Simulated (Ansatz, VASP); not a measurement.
W: VASP beside Ansatz

```
W
1.0
     2.75944    0.00000    0.00000
    -1.37972    2.38974    0.00000
     0.00000    0.00000    9.71677
W
4
Direct
  0.00000 0.00000 0.00000
  0.00000 0.00000 0.50000
  0.33333 0.66667 0.75000
  0.66667 0.33333 0.25000
```

Alike in both runs: functional PBEsol; k mesh 21 × 21 × 6; occupations gaussian, width 0.1 eV; no spin polarisation.

Ansatz relaxed the structure, and its values are those at the end. VASP's run is a single point on that final structure, the one shown.

|  | VASP | Ansatz |
| --- | --- | --- |
| version | VASP 6.6.1 | Ansatz 0.2.0 |
| potentials or method | VASP PAW PBE potentials, release 64 (W_sv), cutoff 520 eV | scalar-relativistic, plane waves, PAW |
| valence electrons in the cell | 56 | 56 |

VASP gave:

```
gap on the k mesh at the Fermi level (eV) : none
pressure (GPa)                            : 0.6
```

**Question.** What did Ansatz give for the same quantities?

**Answer.** gap on the k mesh at the Fermi level (eV): none; pressure (GPa): 0.0.

VASP's potentials were made for PBE, not for PBEsol. A gap of «none» marks a metal or a gap that the smearing closes.

Spin-orbit coupling is off throughout.
